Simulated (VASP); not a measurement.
Crystal: TaMo3.

```
Ta Mo
1.0
     3.89510    0.00000    0.00000
     0.00000    3.89510    0.00000
     0.00000    0.00000    3.89510
Ta Mo
1 3
Direct
  0.00000 0.00000 0.00000
  0.00000 0.50000 0.50000
  0.50000 0.00000 0.50000
  0.50000 0.50000 0.00000
```

* Program: VASP 6.6.1
* Task: relaxation of cell and atoms
* Functional: PBE
* Potentials or basis: VASP PAW PBE potentials, release 64 (Ta_pv, Mo_sv)
* Cutoff: 600 eV
* k mesh: 4 × 4 × 4
* Occupations: gaussian, width 0.1 eV
* Spin: no spin polarisation

At the start: pressure 36.4 GPa; volume 14.77 Å³/atom.

Question: Where does the relaxation end?

Answer: Over 5 steps the energy falls by 210.9 meV/atom and the volume is 16.82 Å³/atom (+13.8 %); space group Pm-3m (No. 221, to 0.05 Å).

The path:
```csv
step,energy change (eV),largest force (eV/Å),pressure (GPa),volume (Å³)
1,0.0000,0.0000,36.38,59.10
2,2.9948,0.0000,-36.69,92.68
3,-0.8347,0.0000,-2.98,68.26
4,-0.8435,0.0000,-0.39,67.44
5,-0.8436,0.0000,0.18,67.26
```

Final structure:
```xyz
4
Lattice="4.0668 0.0000 0.0000 0.0000 4.0668 0.0000 0.0000 0.0000 4.0668" Properties=species:S:1:pos:R:3 pbc="T T T"
Ta    0.0000    0.0000    0.0000
Mo    0.0000    2.0334    2.0334
Mo    2.0334    0.0000    2.0334
Mo    2.0334    2.0334    0.0000
```

Caveat: the k points lie up to 0.39 Å⁻¹ apart in the final cell.
